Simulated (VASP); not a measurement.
# Rh (P6_3/mmc) in VASP: further runs, part 2 of 2

VASP 6.6.1. Earlier steps stand in the parts before.

## (3) Single point, PBEsol+D3(BJ)

This run uses another cell than the first one, of 13.14 Å³/atom.

The input, INCAR:

```
PREC = Accurate
ENCUT = 520
EDIFF = 1E-6
ISMEAR = -1
SIGMA = 0.15
LREAL = F
LASPH = T
NELM = 100
ALGO = Normal
ISIF = 2
LWAVE = F
LCHARG = T
GGA = PS
IVDW = 12
LELF = T
LVHAR = T
NBANDS = 38
```

The input, KPOINTS:

```
Automatic mesh
0
Gamma
  10 10 3
```

The input, POSCAR:

```
Rh
1.0
    2.6483253858      0.0000000000      0.0000000000
   -1.3241626929      2.2935170616      0.0000000000
    0.0000000000      0.0000000000      8.6557404195
Rh
4
Direct
    0.0000000000      0.0000000000      0.0000000000
    0.3333333333      0.6666666667      0.2500000000
    0.0000000000      0.0000000000      0.5000000000
    0.6666666667      0.3333333333      0.7500000000
```

Potentials or basis: VASP PAW PBE potentials, release 64 (Rh_pv).

Launch:

```
$ cat potpaw_PBE.64/Rh_pv/POTCAR > POTCAR
$ mpirun -np 1 vasp_std > vasp.out
```

OUTCAR:

```text
PREC = Accurate
   ENCUT = 520
   EDIFF = 1E-6
   ISMEAR = -1
   LREAL = F
   LASPH = T
   NELM = 100
   ISIF = 2
   GGA = PS
   IVDW = 12
 IVDW          = 12

 ion  position               nearest neighbor table
   1  0.000  0.000  0.000-   2 2.65   4 2.65   4 2.65   2 2.65   4 2.65   2 2.65
   2  0.333  0.667  0.250-   1 2.65   3 2.65   1 2.65   3 2.65   1 2.65   3 2.65
   3  0.000  0.000  0.500-   2 2.65   4 2.65   4 2.65   2 2.65   4 2.65   2 2.65
   4  0.667  0.333  0.750-   1 2.65   3 2.65   1 2.65   3 2.65   1 2.65   3 2.65

[... 1190 lines left out ...]
  Direction    XX          YY          ZZ          XY          YZ          ZX
  --------------------------------------------------------------------------------------
  -------------------------------------------------------------------------------------
  Total       0.62959     0.62959     0.63269     0.00000     0.00000     0.00000
  in kB      19.18622    19.18622    19.28090     0.00000     0.00000     0.00000
  external pressure =       19.22 kB  Pullay stress =        0.00 kB

 VOLUME and BASIS-vectors are now :
 -----------------------------------------------------------------------------
  energy-cutoff  :      520.00
  volume of cell :       52.57
      direct lattice vectors                 reciprocal lattice vectors
     2.648325386  0.000000000  0.000000000     0.377597105  0.218005790  0.000000000
    -1.324162693  2.293517062  0.000000000     0.000000000  0.436011581  0.000000000
     0.000000000  0.000000000  8.655740420     0.000000000  0.000000000  0.115530267

 POSITION                                       TOTAL-FORCE (eV/Angst)
 -----------------------------------------------------------------------------------
      0.00000      0.00000      0.00000        -0.000000      0.000000      0.000000
     -0.00000      1.52901      2.16394         0.000000     -0.000000     -0.000000
      0.00000      0.00000      4.32787        -0.000000      0.000000      0.000000
      1.32416      0.76451      6.49181        -0.000000      0.000000      0.000000
 -----------------------------------------------------------------------------------
    total drift:                                0.000000     -0.000000      0.000000

  FREE ENERGIE OF THE ION-ELECTRON SYSTEM (eV)
  ---------------------------------------------------
  free  energy   TOTEN  =       -35.2011002983 eV

  energy  without entropy=      -34.8172618459  energy(sigma->0) =      -35.00918107
```

stdout:

```text
POSCAR found type information on POSCAR Rh
 POSCAR found :  1 types and       4 ions
 scaLAPACK will be used
 -----------------------------------------------------------------------------
|                                                                             |
|                                                                             |
|     You enforced a specific xc type in the INCAR file but a different       |
|     I HOPE YOU KNOW WHAT YOU ARE DOING!                                     |
|                                                                             |
 -----------------------------------------------------------------------------

 LDA part: xc-table for (Slater+PW92), standard interpolation
 POSCAR, INCAR and KPOINTS ok, starting setup
 FFT: planning ... GRIDC
 FFT: planning ... GRID_SOFT
 FFT: planning ... GRID
 WAVECAR not read
 entering main loop
```

Run time: 22 s. Hardware: 1 thread of Intel Xeon 6975P-C (Granite Rapids), shared host; peak memory 0.19 GiB.

What came out:

```yaml
Free_energy: -35.2011 eV
Pressure: 1.9 GPa
Band_gap_on_the_k_mesh: zero (bands 30 and 31 overlap by 2.00 eV)
Dispersion_energy_per_atom: -0.636 eV
```

Caveat: the PAW data sets were made with another functional, which shifts forces and pressure a little.

## (4) Relaxation of cell and atoms, PBEsol+D3(BJ)

This run uses another cell than the first one, of 13.80 Å³/atom.

The input, INCAR:

```
SYSTEM = Rh
  PREC = Accurate
  ENCUT = 600
  EDIFF = 1E-6
  ISMEAR = -1
  SIGMA = 0.15
  LREAL = .False.
  LASPH = .True.
  NELM = 80
  ALGO = Normal
  ISIF = 3
  LWAVE = .False.
  LCHARG = .False.
  GGA = PS
  IVDW = 12
  IBRION = 2
  NSW = 80
  EDIFFG = -0.01
```

The input, KPOINTS:

```
regular mesh
0
Gamma
  10 10 3
  0 0 0
```

The input, POSCAR:

```
Rh
1.0
    2.6917400000      0.0000000000      0.0000000000
   -1.3458700000      2.3311200000      0.0000000000
    0.0000000000      0.0000000000      8.7980700000
Rh
4
Direct
    0.0000000000      0.0000000000      0.0000000000
    0.3333333333      0.6666666667      0.2500000000
    0.0000000000      0.0000000000      0.5000000000
    0.6666666667      0.3333333333      0.7500000000
```

Launch:

```
$ cat potpaw_PBE.64/Rh_pv/POTCAR > POTCAR
$ mpirun -np 1 vasp_std > vasp.out
```

Run time: 1.7 min. Hardware: 1 thread of Intel Xeon 6975P-C (Granite Rapids), shared host; peak memory 0.23 GiB.

Results (log left out):

- Free energy: -35.2080 eV
- Relaxed volume: 13.22 Å³/atom
- Relaxed cell: a = 2.654 Å, b = 2.654 Å, c = 8.673 Å, α = 90.00°, β = 90.00°, γ = 120.00°
- Space group after relaxing (to 0.1 Å): P6_3/mmc (No. 194)
- Energy gained by relaxing: 22.9 meV/atom
- Ionic steps: 4
- Pressure after relaxing: -0.1 GPa
- Band gap on the k mesh: zero (bands 30 and 31 overlap by 1.98 eV)
- Dispersion energy per atom: -0.633 eV

Step by step:
| step | energy change (eV) | largest force (eV/Å) | pressure (GPa) | volume (Å³) |
| --- | --- | --- | --- | --- |
| 1 | 0.0000 | 0.0000 | -12.13 | 55.21 |
| 2 | 0.6426 | 0.0000 | 46.97 | 47.27 |
| 3 | -0.0916 | 0.0000 | -0.57 | 52.98 |
| 4 | -0.0917 | 0.0000 | -0.10 | 52.90 |

Final structure:
```
CELL_PARAMETERS angstrom
2.65387 0.00000 0.00000
-1.32694 2.29833 0.00000
0.00000 0.00000 8.67267
ATOMIC_POSITIONS crystal
Rh 0.00000 0.00000 0.00000
Rh 0.33333 0.66667 0.25000
Rh 0.00000 0.00000 0.50000
Rh 0.66667 0.33333 0.75000
```

Levels at points of the mesh, in eV from the Fermi level:
| k point | band 26 | band 27 | band 28 | band 29 | band 30 | band 31 | band 32 | band 33 |
| --- | --- | --- | --- | --- | --- | --- | --- | --- |
| (0.00, 0.00, 0.00) | -2.81 | -2.81 | -1.53 | -1.53 | -0.90 | -0.90 | -0.36 | -0.36 |
| (0.50, 0.00, 0.00) | 0.59 | 0.61 | 0.65 | 0.72 | 0.90 | 0.90 | 0.94 | 1.15 |

Caveat: the PAW data sets were made with another functional, which shifts forces and pressure a little.

## (5) Overview

```csv
task,cell,cutoff (eV),gap on the mesh (eV),pressure (GPa)
single point,"a = 2.654, b = 2.654, c = 8.674 Å, angles 90.0, 90.0, 120.0°, 4 atoms",520,none,-0.1
single point,"a = 2.648, b = 2.648, c = 8.656 Å, angles 90.0, 90.0, 120.0°, 4 atoms",520,none,1.9
relaxation of cell and atoms,"relaxed from a = 2.692, b = 2.692, c = 8.798 Å, angles 90.0, 90.0, 120.0°, 4 atoms",600,none,-0.1
```

Alike in all rows: level PBEsol+D3(BJ); potentials or basis VASP PAW PBE potentials, release 64 (Rh_pv); no spin polarisation; k mesh 10 × 10 × 3; smearing fermi-dirac 0.15 eV.

Caveats: the PAW data sets were made with another functional, which shifts forces and pressure a little.

Total energies depend on the potentials used, so only differences within one code and one set of settings carry meaning.
